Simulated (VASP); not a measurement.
Here is a VASP 6.6.1 calculation.

Contents of INCAR:

```
  PREC = Accurate
  ENCUT = 520
  EDIFF = 1E-6
  ISMEAR = 0
  SIGMA = 0.15
  LREAL = False
  LASPH = True
  NELM = 60
  ALGO = Fast
  ISIF = 2
  LWAVE = False
  LCHARG = False
  GGA = PE
  NBANDS = 12
```

KPOINTS

```
regular mesh
0
Gamma
  22 22 22
```

POSCAR

```
Zn
1.0
   -0.7162080490      1.6791365965      1.6791365965
    1.6791365965     -0.7162080490      1.6791365965
    1.6791365965      1.6791365965     -0.7162080490
Zn
1
Direct
    0.0000000000      0.0000000000      0.0000000000
```

Potentials or basis: VASP PAW PBE potentials, release 64 (Zn).

Launch:

```sh
$ cat potpaw_PBE.64/Zn/POTCAR > POTCAR
$ mpirun -np 1 vasp_std > vasp.out
```

Predict the band gap on the k mesh.

zero (bands 6 and 7 overlap by 7.35 eV).

What does it give for the pressure?

13.7 GPa.

Stress tensor (GPa, compression positive):
```
13.74  1.72  1.72
 1.72 13.74  1.72
 1.72  1.72 13.74
```

Caveat: the cell stands under pressure.
